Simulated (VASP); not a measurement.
# Fe (Im-3m) in VASP: notebook

Runs on Fe. Level: LDA. Tasks: vibrations by perturbation theory.

Everything below comes from runs of VASP 6.6.1. Logs are shortened: lines on timing, memory, paths and dates and some standing lists are left out, and cuts for length are marked.

### Step 1. The cell of the first run

Symmetry: Im-3m, No. 229, cubic system. The conventional cell has a = 2.738 Å, b = 2.738 Å, c = 2.738 Å, α = 90.00°, β = 90.00°, γ = 90.00°. Fe (site symmetry m-3m) has 14 Fe at 2.37 to 2.74 Å within 3.1 Å.

### Step 2. Vibrations by perturbation theory, LDA, collinear spin, ferromagnetic start (10.26 Å³/atom)

Input file INCAR:

```
PREC = Accurate ; ENCUT = 520
EDIFF = 1E-8 ; ISMEAR = -1
SIGMA = 0.05 ; LREAL = F
LASPH = T ; NELM = 150
ALGO = Normal ; ISIF = 2
LWAVE = F ; LCHARG = F
ISPIN = 2 ; MAGMOM = 2
LORBIT = 11 ; LMAXMIX = 4
GGA = CA ; NBANDS = 14
IBRION = 8 ; NSW = 1
```

Input file KPOINTS:

```
Automatic mesh
0
Gamma
  24 24 24
```

Input file POSCAR:

```
Fe
1.0
   -1.3687511936      1.3687511936      1.3687511936
    1.3687511936     -1.3687511936      1.3687511936
    1.3687511936      1.3687511936     -1.3687511936
Fe
1
Direct
    0.0000000000      0.0000000000      0.0000000000
```

Potentials or basis: VASP PAW LDA potentials, release 64 (Fe).

On the command line:

```bash
cat potpaw_LDA.64/Fe/POTCAR > POTCAR
mpirun -np 1 vasp_std > vasp.out
```

OUTCAR:

```text
PREC = Accurate
   ENCUT = 520
   EDIFF = 1E-8
   ISMEAR = -1
   LREAL = F
   LASPH = T
   NELM = 150
   ISIF = 2
   ISPIN = 2
   LORBIT = 11
   GGA = CA
   IBRION = 8
   NSW = 1

 ion  position               nearest neighbor table
   1  0.000  0.000  0.000-

  LATTYP: Found a body centered cubic cell.
 ALAT       =     2.7375023872

  Lattice vectors:

 A1 = (  -1.3687511936,   1.3687511936,   1.3687511936)
 A2 = (   1.3687511936,  -1.3687511936,   1.3687511936)
 A3 = (   1.3687511936,   1.3687511936,  -1.3687511936)

Analysis of symmetry for initial positions (statically):
=====================================================================
 Subroutine PRICEL returns:
 Original cell was already a primitive cell.

 Routine SETGRP: Setting up the symmetry group for a
 body centered cubic supercell.

 Subroutine GETGRP returns: Found 48 space group operations
 (whereof 48 operations were pure point group operations)
 out of a pool of 48 trial point group operations.

The static configuration has the point symmetry O_h .

Analysis of symmetry for dynamics (positions and initial velocities):
=====================================================================
 Subroutine PRICEL returns:
 Original cell was already a primitive cell.

 Routine SETGRP: Setting up the symmetry group for a
 body centered cubic supercell.

 Subroutine GETGRP returns: Found 48 space group operations
 (whereof 48 operations were pure point group operations)
 out of a pool of 48 trial point group operations.

The dynamic configuration has the point symmetry O_h .

Analysis of structural, dynamic, and magnetic symmetry:
=====================================================================
 Subroutine PRICEL returns:
 Original cell was already a primitive cell.

 Routine SETGRP: Setting up the symmetry group for a
 body centered cubic supercell.

 Subroutine GETGRP returns: Found 48 space group operations
 (whereof 48 operations were pure point group operations)
 out of a pool of 48 trial point group operations.

The overall configuration has the point symmetry O_h .

 Subroutine INISYM returns: Found 48 space group operations
 (whereof 48 operations are pure point group operations),
 and found     1 'primitive' translations

----------------------------------------------------------------------------------------

                                     Primitive cell

  volume of cell :      10.2573

  direct lattice vectors                    reciprocal lattice vectors
    -1.368751194  1.368751194  1.368751194     0.000000000  0.365296485  0.365296485
     1.368751194 -1.368751194  1.368751194     0.365296485  0.000000000  0.365296485
     1.368751194  1.368751194 -1.368751194     0.365296485  0.365296485  0.000000000

  length of vectors
     2.370746610  2.370746610  2.370746610     0.516607244  0.516607244  0.516607244

  position of ions in fractional coordinates (direct lattice)
     0.000000000  0.000000000  0.000000000

  ion indices of the primitive-cell ions
   primitive index   ion index
                 1           1

----------------------------------------------------------------------------------------

 KPOINTS: Automatic mesh

Automatic generation of k-mesh.
 Grid dimensions read from file:
 generate k-points for:   24   24   24

 Generating k-lattice:

  Cartesian coordinates                     Fractional coordinates (reciprocal lattice)
     0.000000000  0.015220687  0.015220687     0.041666667  0.000000000  0.000000000
     0.015220687  0.000000000  0.015220687     0.000000000  0.041666667  0.000000000
     0.015220687  0.015220687  0.000000000     0.000000000  0.000000000  0.041666667

  Length of vectors
     0.021525302  0.021525302  0.021525302

  Shift w.r.t. Gamma in fractional coordinates (k-lattice)
     0.000000000  0.000000000  0.000000000

 Subroutine IBZKPT returns following result:
 ===========================================

 Found    413 irreducible k-points:

 Following reciprocal coordinates:
            Coordinates               Weight
  0.000000  0.000000  0.000000      1.000000
  0.041667  0.000000  0.000000     12.000000
  0.083333  0.000000  0.000000     12.000000
  0.125000  0.000000  0.000000     12.000000
  0.166667  0.000000  0.000000     12.000000
  0.208333  0.000000  0.000000     12.000000
[... 16 lines left out ...]
  0.416667  0.041667  0.000000     48.000000
  0.458333  0.041667  0.000000     48.000000
 [... further k-points ...]
   k-points           NKPTS =    413   k-points in BZ     NKDIM =    413   number of bands    NBANDS=     14
[... 36 lines left out ...]
     AMIX     =   0.40;   BMIX     =  1.00
     AMIX_MAG =   1.60;   BMIX_MAG =  1.00
  volume/ion in A,a.u.               =      10.26        69.22
  Fermi-wavevector in a.u.,A,eV,Ry     =   1.506932  2.847689 30.896709  2.270844
  Thomas-Fermi vector in A             =   2.617585
   LORBIT       =     11    0 simple, 1 ext, 2 COOP (PROOUT), +10 PAW based schemes
   GGA     = CA    functional components
   LHFCALC =     F    Hartree Fock is set to
   AEXX    =    0.0000 exact exchange contribution
   IVDW    =     0    specifies the selected vdW correction
   LEPSILON=     F    determine dielectric tensor
   LRPA    =     F    only Hartree local field effects (RPA)
 spin polarized calculation
  energy-cutoff  :      520.00
  volume of cell :       10.26
 maximum number of plane-waves:       285
 NGX is ok and might be reduce to    18
   NGX =  9   NGY =  9   NGZ =  9

--------------------------------------- Ionic step        1  -------------------------------------------

 number of electron       7.9999991 magnetization       1.9373355

 Free energy of the ion-electron system (eV)
  ---------------------------------------------------
  ext. energy  EPLUGINS =         0.00000000
  ---------------------------------------------------
  free energy    TOTEN  =        -9.22749197 eV

  energy without entropy =       -9.21904136  energy(sigma->0) =       -9.22326667

 E-fermi :   6.8896     XC(G=0): -14.0026

 val. band max:        6.8888112813   @ k =  -0.4583   0.4583   0.2917
 cond. band min:       6.8923928231   @ k =  -0.3750   0.4167   0.3333
 fundamental gap:      0.0035815419
 Fermi energy:         6.8895793142

 spin component 1

 k-point     1 :       0.0000    0.0000    0.0000
  band No.  band energies     occupation
      1      -2.3091      1.00000
      2       4.3445      1.00000
      3       4.3445      1.00000
      4       4.3445      1.00000
      5       5.9278      1.00000
      6       5.9278      1.00000
      7      32.6847      0.00000
      8      32.6847      0.00000
      9      32.6847      0.00000
     10      38.5320      0.00000
     11      38.5320      0.00000
     12      41.3036      0.00000
     13      41.3036      0.00000
     14      41.3036      0.00000
[... 379 lines left out ...]
      3       5.9408      1.00000
      4       6.0203      1.00000
      5       6.8995      0.45047
      6       7.9832      0.00000
      7      15.2799      0.00000
      8      25.7038      0.00000
      9      28.1931      0.00000
     10      32.1604      0.00000
     11      36.5250      0.00000
     12      42.6199      0.00000
     13      47.7433      0.00000
     14      49.6487      0.00000

 [... further k-points ...]

 spin component 2

 k-point     1 :       0.0000    0.0000    0.0000
  band No.  band energies     occupation
      1      -1.9324      1.00000
      2       5.9143      1.00000
      3       5.9143      1.00000
      4       5.9143      1.00000
      5       8.0125      0.00000
      6       8.0125      0.00000
      7      32.8637      0.00000
      8      32.8637      0.00000
      9      32.8637      0.00000
     10      39.0117      0.00000
     11      39.0117      0.00000
     12      42.0835      0.00000
     13      42.0835      0.00000
     14      42.0835      0.00000
[... 379 lines left out ...]
      3       7.2773      0.00043
      4       7.9234      0.00000
      5       8.4359      0.00000
      6       9.5261      0.00000
      7      16.4795      0.00000
      8      26.0596      0.00000
      9      28.7879      0.00000
     10      32.8613      0.00000
     11      37.2656      0.00000
     12      42.9579      0.00000
     13      48.2084      0.00000
     14      50.4070      0.00000

 [... further k-points ...]

------------------------ aborting loop because EDIFF is reached ----------------------------------------

  FORCE on cell =-STRESS in cart. coord.  units (eV):
  Direction    XX          YY          ZZ          XY          YZ          ZX
  --------------------------------------------------------------------------------------
  -------------------------------------------------------------------------------------
  Total        0.1790444      0.1790444      0.1790444      0.0000000      0.0000000     -0.0000000
  in kB       27.9664810     27.9664810     27.9664810      0.0000000      0.0000000     -0.0000000
  external PRESSURE =      27.9664810 kB  Pullay stress =       0.0000000 kB

 VOLUME and BASIS-vectors are now :
 -----------------------------------------------------------------------------
  energy-cutoff  :      520.00
  volume of cell :       10.26
      direct lattice vectors                 reciprocal lattice vectors
    -1.368751194  1.368751194  1.368751194     0.000000000  0.365296485  0.365296485
     1.368751194 -1.368751194  1.368751194     0.365296485  0.000000000  0.365296485
     1.368751194  1.368751194 -1.368751194     0.365296485  0.365296485  0.000000000

 POSITION                                       TOTAL-FORCE (eV/Angst)
 -----------------------------------------------------------------------------------
      0.00000      0.00000      0.00000         0.000000      0.000000      0.000000
 -----------------------------------------------------------------------------------
    total drift:                                0.000000      0.000000      0.000000

  FREE ENERGIE OF THE ION-ELECTRON SYSTEM (eV)
  ---------------------------------------------------
  free  energy   TOTEN  =        -9.2274919705 eV

  energy  without entropy=       -9.2190413625  energy(sigma->0) =       -9.22326667

[... ionic steps 2 to 3 ...]

--------------------------------------- Ionic step        4  -------------------------------------------

 Free energy of the ion-electron system (eV)
  ---------------------------------------------------
  ---------------------------------------------------
  free energy    TOTEN  =        -0.15265551 eV

  energy without entropy =       -0.15265551

------------------------ aborting loop because EDIFF is reached ----------------------------------------

 INTERNAL STRAIN TENSOR  FOR ION    1  DIRECTION 1   (eV/Angst):
 -----------------------------------------------------------------------------
     0.00903  0.00000  0.00000
     0.00000  0.00108 -0.00000
     0.00000 -0.00000  0.00108

 INTERNAL STRAIN TENSOR FOR ION    1 for displacements in x,y,z  (eV/Angst):
          X           Y           Z          XY          YZ          ZX
  --------------------------------------------------------------------------------
  x     0.00000     0.00000     0.00000     0.00000     0.00000     0.00000
  y     0.00000     0.00000     0.00000     0.00000     0.00000     0.00000
  z     0.00000     0.00000     0.00000     0.00000     0.00000     0.00000

 SECOND DERIVATIVES (NOT SYMMETRIZED)
 ------------------------------------
               1X          1Y          1Z
  1X     0.068077    0.000000    0.000000
  1Y     0.000000    0.068077    0.000000
  1Z     0.000000    0.000000    0.068077

 Eigenvectors and eigenvalues of the dynamical matrix
 ----------------------------------------------------

   1 f/i=    0.545822 THz     3.429498 2PiTHz   18.206649 cm-1     2.257336 meV
             X         Y         Z           dx          dy          dz
      0.000000  0.000000  0.000000     1.000000    0.000000    0.000000

   2 f/i=    0.545822 THz     3.429498 2PiTHz   18.206649 cm-1     2.257336 meV
             X         Y         Z           dx          dy          dz
      0.000000  0.000000  0.000000     0.000000    1.000000    0.000000

   3 f/i=    0.545822 THz     3.429498 2PiTHz   18.206649 cm-1     2.257336 meV
             X         Y         Z           dx          dy          dz
      0.000000  0.000000  0.000000     0.000000    0.000000    1.000000

--------------------------------------------------------------------------------------------------------

 ELASTIC MODULI CONTR FROM IONIC RELAXATION (kBar)
 Direction    XX          YY          ZZ          XY          YZ          ZX
 --------------------------------------------------------------------------------
 XX           0.0000      0.0000      0.0000      0.0000      0.0000      0.0000
 YY           0.0000      0.0000      0.0000      0.0000      0.0000      0.0000
 ZZ           0.0000      0.0000      0.0000      0.0000      0.0000      0.0000
 XY           0.0000      0.0000      0.0000      0.0000      0.0000      0.0000
 YZ           0.0000      0.0000      0.0000      0.0000      0.0000      0.0000
 ZX           0.0000      0.0000      0.0000      0.0000      0.0000      0.0000
 --------------------------------------------------------------------------------

 total charge

# of ion       s       p       d       tot
------------------------------------------
    1        0.533   0.630   6.347   7.511

 magnetization (x)

# of ion       s       p       d       tot
------------------------------------------
    1       -0.009  -0.033   1.945   1.903
```

Run time: 7.7 min. Hardware: 1 thread of Intel Xeon Platinum 8375C at 2.90GHz (Ice Lake), shared host; peak memory 0.6 GiB.

What came out:

```yaml
Net_moment: 1.94 μB per cell
Site_moments: Fe +1.90 μB
Valence_electrons_inside_the_program's_atomic_spheres: Fe 7.51
```

Caveat: the cell stands under pressure or tension, which shifts response properties; some modes are imaginary.

[end of part 1 of 2]
